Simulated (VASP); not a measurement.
# AlN (Cm) in VASP: a series of runs, part 2 of 2

VASP 6.6.1.

## Step 4: Single point, r2SCAN

This run uses another cell than the first one, of the same volume but with other edges.

POSCAR reads:

```
AlN
1.0
    2.1839935596     -2.1839935596      0.0000000000
    2.1839935596      0.0000000000     -2.1839935596
   12.0119645778      7.0979790687      7.0979790687
Al N
6 6
Direct
    0.6198166667      0.6198166667      0.0624666667
   -0.6718500000     -0.6718500000      0.8958000000
    0.1614833333      0.1614833333      0.2291333333
    0.2448166667      0.2448166667      0.5624666667
   -0.2968500000     -0.2968500000      0.3958000000
   -0.2135166667     -0.2135166667      0.7291333333
    0.3385666667      0.3385666667      0.4374666667
    0.7969000000      0.7969000000      0.2708000000
   -0.1197666667     -0.1197666667      0.6041333333
   -0.0364333333     -0.0364333333      0.9374666667
   -0.5781000000     -0.5781000000      0.7708000000
    0.2552333333      0.2552333333      0.1041333333
```

INCAR.step1 reads:

```
SYSTEM = AlN
PREC = Accurate
ENCUT = 520
ISMEAR = 0
SIGMA = 0.05
LREAL = .FALSE.
LASPH = .TRUE.
NELM = 60
NBANDS = 36
GGA = PE
ALGO = Normal
EDIFF = 1E-4
LWAVE = .TRUE.
LCHARG = .FALSE.
```

INCAR.step2 reads:

```
SYSTEM = AlN
PREC = Accurate
ENCUT = 520
EDIFF = 1E-6
ISMEAR = 0
SIGMA = 0.05
LREAL = .FALSE.
LASPH = .TRUE.
NELM = 60
ALGO = Normal
ISIF = 2
LWAVE = .FALSE.
LCHARG = .TRUE.
METAGGA = R2SCAN
LMIXTAU = .TRUE.
LELF = .TRUE.
LVHAR = .TRUE.
NBANDS = 36
ISTART = 1
```

KPOINTS reads:

```
regular mesh
0
G
  8 8 2
  0 0 0
```

Potentials or basis: VASP PAW PBE potentials, release 64 (Al, N).

On the command line:

```bash
cat potpaw_PBE.64/Al/POTCAR potpaw_PBE.64/N/POTCAR > POTCAR
cp INCAR.step1 INCAR
mpirun -np 1 vasp_std > vasp.out
cp INCAR.step2 INCAR
mpirun -np 1 vasp_std > vasp.out
```

OUTCAR:

```text
SYSTEM = AlN
   PREC = Accurate
   ENCUT = 520
   EDIFF = 1E-6
   ISMEAR = 0
   LREAL = .FALSE.
   LASPH = .TRUE.
   NELM = 60
   ISIF = 2
   METAGGA = R2SCAN
   ISTART = 1

 ion  position               nearest neighbor table
   1  0.620  0.620  0.062-  12 1.89  12 1.89  12 1.89  10 2.32   2 2.99   2 2.99   3 3.09   3 3.09
                             3 3.09
   2  0.328  0.328  0.896-  10 1.89  11 1.89  10 1.89  10 1.89   1 2.99   1 2.99   6 3.09   6 3.09
                             6 3.09
   3  0.161  0.161  0.229-   8 1.89  12 1.89   8 1.89   8 1.89   1 3.09   1 3.09   1 3.09   5 3.09
                             5 3.09   5 3.09
   4  0.245  0.245  0.562-   9 1.89   9 1.89   7 1.89   9 1.89   6 3.09   6 3.09   6 3.09   5 3.09
                             5 3.09   5 3.09
   5  0.703  0.703  0.396-   7 1.89   8 1.89   7 1.89   7 1.89   4 3.09   3 3.09   4 3.09   4 3.09
                             3 3.09   3 3.09
   6  0.786  0.786  0.729-  11 1.89   9 1.89  11 1.89  11 1.89   4 3.09   4 3.09   4 3.09   2 3.09
                             2 3.09   2 3.09
   7  0.339  0.339  0.437-   5 1.89   4 1.89   5 1.89   5 1.89
   8  0.797  0.797  0.271-   3 1.89   5 1.89   3 1.89   3 1.89
   9  0.880  0.880  0.604-   4 1.89   4 1.89   6 1.89   4 1.89
  10  0.964  0.964  0.937-   2 1.89   2 1.89   2 1.89   1 2.32
  11  0.422  0.422  0.771-   6 1.89   2 1.89   6 1.89   6 1.89
  12  0.255  0.255  0.104-   1 1.89   1 1.89   3 1.89   1 1.89

  LATTYP: Found a base centered monoclinic cell.
 ALAT       =     5.3496698225
 B/A-ratio  =     0.5773502692
 C/A-ratio  =     2.8394541729
 COS(beta)  =    -0.0880450906

  Lattice vectors:

 A1 = (   2.1839935596,  -2.1839935596,   0.0000000000)
 A2 = (   2.1839935596,   0.0000000000,  -2.1839935596)
 A3 = (   7.6439774586,   9.2819726283,   9.2819726283)

Analysis of symmetry for initial positions (statically):
=====================================================================
 Subroutine PRICEL returns:
 Original cell was already a primitive cell.
[... 167 lines left out ...]
   METAGGA = R2SCAN    functional components
   LHFCALC =     F    Hartree Fock is set to
   AEXX    =    0.0000 exact exchange contribution
   IVDW    =     0    specifies the selected vdW correction
   LEPSILON=     F    determine dielectric tensor
   LRPA    =     F    only Hartree local field effects (RPA)
 non-spin polarized calculation
 Gauss-broadening in eV      SIGMA  =   0.05
  energy-cutoff  :      520.00
  volume of cell :      125.01
 maximum number of plane-waves:      3390
   NGX = 11   NGY = 11   NGZ = 59

 number of electron      48.0000004 magnetization

 Free energy of the ion-electron system (eV)
  ---------------------------------------------------
  ext. energy  EPLUGINS =         0.00000000
  ---------------------------------------------------
  free energy    TOTEN  =      -114.07173876 eV

  energy without entropy =     -114.07173876  energy(sigma->0) =     -114.07173876

 E-fermi :   6.2449     XC(G=0): -11.4475

 val. band max:        5.9927800702   @ k =   0.0000   0.0000   0.0000
 cond. band min:       9.8588009506   @ k =   0.5000   0.5000   0.0000
 fundamental gap:      3.8660208804
 Fermi energy:         6.2448525486

 k-point     1 :       0.0000    0.0000    0.0000
  band No.  band energies     occupation
      1     -10.0173      2.00000
      2      -9.6261      2.00000
      3      -9.5526      2.00000
      4      -8.6579      2.00000
      5      -8.5627      2.00000
      6      -7.9404      2.00000
[... 925 lines left out ...]
     35      16.9348      0.00000
     36      17.4936      0.00000

 [... further k-points ...]
[... 5 lines left out ...]
  --------------------------------------------------------------------------------------
  -------------------------------------------------------------------------------------
  Total       -2.2278705     -1.5157950     -1.5157950      1.4225861     -1.1752850      1.4225877
  in kB      -28.5538861    -19.4274473    -19.4274473     18.2328194    -15.0632429     18.2328400
  external PRESSURE =     -22.4695936 kB  Pullay stress =       0.0000000 kB

 VOLUME and BASIS-vectors are now :
 -----------------------------------------------------------------------------
  energy-cutoff  :      520.00
  volume of cell :      125.01
      direct lattice vectors                 reciprocal lattice vectors
     2.183993560 -2.183993560  0.000000000     0.124008302 -0.333868506  0.124008302
     2.183993560  0.000000000 -2.183993560     0.124008302  0.124008302 -0.333868506
    12.011964578  7.097979069  7.097979069     0.038156401  0.038156401  0.038156401

 POSITION                                       TOTAL-FORCE (eV/Angst)
 -----------------------------------------------------------------------------------
      3.45770     -0.91029     -0.91029         0.205501     -0.723155     -0.723155
     12.19367      5.64169      5.64169        -0.014112     -0.183435     -0.183435
      3.45770      1.27371      1.27371         0.033476      0.065042      0.065042
      7.82569      3.45770      3.45770         0.039383      0.040233      0.040233
      7.82569      1.27371      1.27371         0.040920      0.039976      0.039976
     12.19367      3.45770      3.45770         0.042966      0.041479      0.041479
      6.73369      2.36570      2.36570        -0.037949     -0.038450     -0.038450
      6.73369      0.18171      0.18171        -0.029982     -0.042979     -0.042979
     11.10168      2.36570      2.36570        -0.040276     -0.038036     -0.038036
     15.46966      4.54970      4.54970        -0.037039      0.725056      0.725056
     11.10168      4.54970      4.54970        -0.090963     -0.032281     -0.032281
      2.36570      0.18171      0.18171        -0.111925      0.146552      0.146552
 -----------------------------------------------------------------------------------
    total drift:                                0.022687      0.044946      0.044946

  FREE ENERGIE OF THE ION-ELECTRON SYSTEM (eV)
  ---------------------------------------------------
  free  energy   TOTEN  =      -114.0717387618 eV

  energy  without entropy=     -114.0717387618  energy(sigma->0) =     -114.07173876
```

OSZICAR.step1:

```text
N       E                     dE             d eps       ncg     rms          rms(c)
DAV:   1     0.177186777294E+03    0.17719E+03   -0.22363E+04  3024   0.120E+03
DAV:   2    -0.863446403315E+02   -0.26353E+03   -0.24900E+03  3948   0.244E+02
DAV:   3    -0.102129132982E+03   -0.15784E+02   -0.15687E+02  3832   0.626E+01
DAV:   4    -0.102290242386E+03   -0.16111E+00   -0.16093E+00  3776   0.714E+00
DAV:   5    -0.102292645914E+03   -0.24035E-02   -0.24028E-02  3780   0.872E-01    0.210E+01
DAV:   6    -0.881648379501E+02    0.14128E+02   -0.51341E+01  3696   0.315E+01    0.729E+00
DAV:   7    -0.882032751595E+02   -0.38437E-01   -0.18309E+00  3512   0.629E+00    0.508E+00
DAV:   8    -0.881584680514E+02    0.44807E-01   -0.17274E-01  3672   0.257E+00    0.776E-01
DAV:   9    -0.881511122188E+02    0.73558E-02   -0.36084E-02  3868   0.863E-01    0.363E-01
DAV:  10    -0.881524014204E+02   -0.12892E-02   -0.53842E-03  3748   0.381E-01    0.138E-01
DAV:  11    -0.881523975578E+02    0.38627E-05   -0.72983E-04  3700   0.176E-01
   1 F= -.88152398E+02 E0= -.88152398E+02  d E =-.708073E-15
```

Run time: 18 min. Hardware: 1 thread of Oxide Virtual Turin-like, shared host; peak memory 0.32 GiB.

What came out:

```
Free energy            : -114.0717 eV
Pressure               : -2.2 GPa
Largest force          : 1.043 eV/Å
Band gap on the k mesh : 3.87 eV, indirect (least direct gap 4.29 eV)
```

Forces in eV/Å, atoms in the order of the input:
```
Al   0.206 -0.723 -0.723
Al  -0.014 -0.183 -0.183
Al   0.033  0.065  0.065
Al   0.039  0.040  0.040
Al   0.041  0.040  0.040
Al   0.043  0.041  0.041
N   -0.038 -0.038 -0.038
N   -0.030 -0.043 -0.043
N   -0.040 -0.038 -0.038
N   -0.037  0.725  0.725
N   -0.091 -0.032 -0.032
N   -0.112  0.147  0.147
```

Stress tensor (GPa, compression positive):
```
-2.86  1.82  1.82
 1.82 -1.94 -1.51
 1.82 -1.51 -1.94
```

Levels at points of the mesh, in eV from the valence-band top:
| k point | band 20 | band 21 | band 22 | band 23 | band 24 | band 25 | band 26 | band 27 | band 28 | band 29 |
| --- | --- | --- | --- | --- | --- | --- | --- | --- | --- | --- |
| (0.00, 0.00, 0.00) | -0.37 | -0.30 | -0.23 | -0.11 | 0.00 | 4.44 | 5.81 | 6.12 | 7.29 | 7.60 |
| (0.50, 0.00, 0.00) | -1.22 | -1.19 | -1.09 | -0.79 | -0.73 | 4.10 | 4.57 | 6.10 | 6.16 | 6.84 |
| (0.50, 0.50, 0.00) | -1.32 | -1.15 | -1.09 | -0.71 | -0.42 | 3.87 | 4.87 | 5.21 | 6.74 | 7.31 |
| (0.00, 0.00, 0.50) | -0.41 | -0.34 | -0.27 | -0.22 | -0.11 | 4.78 | 5.14 | 6.72 | 7.01 | 7.62 |
| (0.50, 0.00, 0.50) | -1.46 | -1.22 | -0.96 | -0.81 | -0.65 | 3.91 | 5.02 | 5.58 | 6.16 | 7.35 |
| (0.50, 0.50, 0.50) | -1.44 | -1.01 | -0.89 | -0.77 | -0.48 | 4.02 | 4.37 | 6.01 | 6.18 | 7.29 |

Caveat: the PAW data sets were made with another functional, which shifts forces and pressure a little.

## Step 5: Single point, r2SCAN

This run uses another cell than the first one, of the same volume but with other edges.

POSCAR reads:

```
AlN
1.0
    2.1839935596     -2.1839935596      0.0000000000
    2.1839935596      0.0000000000     -2.1839935596
   12.7401080306      6.7339073423      6.7339073423
Al N
6 6
Direct
    0.6094034733      0.6094034733      0.0624666667
   -0.8211798600     -0.8211798600      0.8958000000
    0.1232868067      0.1232868067      0.2291333333
    0.1510534733      0.1510534733      0.5624666667
   -0.3628298600     -0.3628298600      0.3958000000
   -0.3350631933     -0.3350631933      0.7291333333
    0.2656409733      0.2656409733      0.4374666667
    0.7517576400      0.7517576400      0.2708000000
   -0.2204756933     -0.2204756933      0.6041333333
   -0.1927090267     -0.1927090267      0.9374666667
   -0.7065923600     -0.7065923600      0.7708000000
    0.2378743067      0.2378743067      0.1041333333
```

INCAR.step1 reads:

```
SYSTEM = AlN
PREC     = Accurate       ! precision mode
ENCUT    = 520            ! plane-wave cutoff, eV
ISMEAR   = 0              ! smearing method
SIGMA    = 0.05           ! smearing width, eV
LREAL    = .False.        ! projectors in reciprocal space
LASPH    = .True.         ! aspherical terms in the spheres
NELM     = 60             ! most SCF steps
NBANDS   = 36             ! bands
GGA      = PE             ! functional
ALGO     = Normal         ! electronic algorithm
EDIFF    = 1E-4           ! SCF threshold, eV
LWAVE    = .True.         ! write WAVECAR
LCHARG   = .False.        ! write CHGCAR
```

INCAR.step2 reads:

```
SYSTEM = AlN
PREC     = Accurate       ! precision mode
ENCUT    = 520            ! plane-wave cutoff, eV
EDIFF    = 1E-6           ! SCF threshold, eV
ISMEAR   = 0              ! smearing method
SIGMA    = 0.05           ! smearing width, eV
LREAL    = .False.        ! projectors in reciprocal space
LASPH    = .True.         ! aspherical terms in the spheres
NELM     = 60             ! most SCF steps
ALGO     = Normal         ! electronic algorithm
ISIF     = 2              ! what is computed and relaxed
LWAVE    = .False.        ! write WAVECAR
LCHARG   = .False.        ! write CHGCAR
METAGGA  = R2SCAN         ! meta-GGA
LMIXTAU  = .True.       
NBANDS   = 36             ! bands
ISTART   = 1
```

KPOINTS reads:

```
regular mesh
0
Gamma
  8 8 2
  0 0 0
```

On the command line:

```bash
cat potpaw_PBE.64/Al/POTCAR potpaw_PBE.64/N/POTCAR > POTCAR
cp INCAR.step1 INCAR
mpirun -np 1 vasp_std > vasp.out
cp INCAR.step2 INCAR
mpirun -np 1 vasp_std > vasp.out
```

Wall time 15 min (1 thread of Oxide Virtual Turin-like, shared host); peak memory 0.31 GiB.

The run converged. Its results:

```yaml
Free_energy: -114.8801 eV
Pressure: -0.5 GPa
Largest_force: 0.829 eV/Å
Band_gap_on_the_k_mesh: 3.76 eV, indirect (least direct gap 4.19 eV)
```

Forces in eV/Å, atoms in the order of the input:
```
Al   0.480 -0.478 -0.478
Al  -0.085 -0.075 -0.075
Al   0.024  0.015  0.015
Al   0.009  0.013  0.013
Al   0.016  0.007  0.007
Al   0.014  0.010  0.010
N   -0.008 -0.011 -0.011
N    0.001 -0.014 -0.014
N   -0.013 -0.008 -0.008
N   -0.431  0.501  0.501
N   -0.048  0.006  0.006
N    0.041  0.034  0.034
```

Stress tensor (GPa, compression positive):
```
 0.55  1.15  1.15
 1.15 -1.00 -2.04
 1.15 -2.04 -1.00
```

Levels at points of the mesh, in eV from the valence-band top:
```
           k point  band 22  band 23  band 24  band 25  band 26  band 27
(0.00, 0.00, 0.00)    -0.15    -0.04     0.00     4.73     6.13     6.22
(0.50, 0.00, 0.00)    -0.93    -0.71    -0.65     4.23     4.30     6.42
(0.50, 0.50, 0.00)    -0.98    -0.59    -0.42     3.76     5.15     5.18
(0.00, 0.00, 0.50)    -0.16    -0.13    -0.06     5.16     5.26     7.02
(0.50, 0.00, 0.50)    -0.97    -0.70    -0.52     3.86     5.20     5.27
(0.50, 0.50, 0.50)    -0.72    -0.69    -0.63     4.13     4.21     6.41
```

Caveat: the PAW data sets were made with another functional, which shifts forces and pressure a little. A k mesh can miss the band edges.

## Step 6: Overview

| cell | gap on the mesh (eV) | pressure (GPa) | largest force (eV/Å) |
| --- | --- | --- | --- |
| a = 3.089, b = 3.089, c = 15.294 Å, angles 82.7, 82.7, 60.0°, 12 atoms | 3.22 | -0.4 | 1.61 |
| a = 3.089, b = 3.089, c = 15.450 Å, angles 79.9, 79.9, 60.0°, 12 atoms | 3.85 | -2.3 | 0.74 |
| a = 3.089, b = 3.089, c = 15.654 Å, angles 77.2, 77.2, 60.0°, 12 atoms | 3.87 | -2.2 | 1.04 |
| a = 3.089, b = 3.089, c = 15.906 Å, angles 74.5, 74.5, 60.0°, 12 atoms | 3.76 | -0.5 | 0.83 |

Alike in all rows: task single point; level r2SCAN; potentials or basis VASP PAW PBE potentials, release 64 (Al, N); no spin polarisation; k mesh 8 × 8 × 2; cutoff (eV) 520; smearing gaussian 0.05 eV.

Caveats: the PAW data sets were made with another functional, which shifts forces and pressure a little.

Total energies depend on the potentials used, so only differences within one code and one set of settings carry meaning.
